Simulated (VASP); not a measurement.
Rh: single point with r2SCAN

The system is Rh.

```xyz
1
Lattice="0.0000 1.9008 1.9008 1.9008 0.0000 1.9008 1.9008 1.9008 0.0000" Properties=species:S:1:pos:R:3 pbc="T T T"
Rh    0.0000    0.0000    0.0000
```

| Property | Result |
| --- | --- |
| Program | VASP 6.6.1 |
| Task | single point |
| Functional | r2SCAN |
| Potentials or basis | VASP PAW PBE potentials, release 64 (Rh_sv_GW) |
| Cutoff | 580 eV |
| k mesh | 14 × 14 × 14 |
| Occupations | gaussian, width 0.1 eV |
| Spin | no spin polarisation |

```json
{
 "Pressure": "-1.9 GPa"
}
```

Levels at points of the mesh, in eV from the Fermi level:
```tsv
k point	band 4	band 5	band 6	band 7	band 8	band 9	band 10	band 11	band 12	band 13
(0.00, 0.00, 0.00)	-47.77	-8.14	-3.14	-3.14	-3.14	-1.04	-1.04	16.48	22.14	22.14
(0.50, 0.00, 0.00)	-47.88	-6.30	-3.26	-3.26	0.62	0.62	0.93	9.13	16.09	22.03
(0.50, 0.50, 0.00)	-48.06	-6.52	-6.15	0.54	1.08	1.08	3.50	12.92	13.98	13.98
```

It took 72 s on 1 thread of Intel(R) Xeon(R) Platinum 8259CL CPU @ 2.50GHz (Skylake/Cascade Lake), with other jobs on the host, peak memory 0.17 GiB.

Caveat: the PAW data sets were made with another functional, which shifts forces and pressure a little.
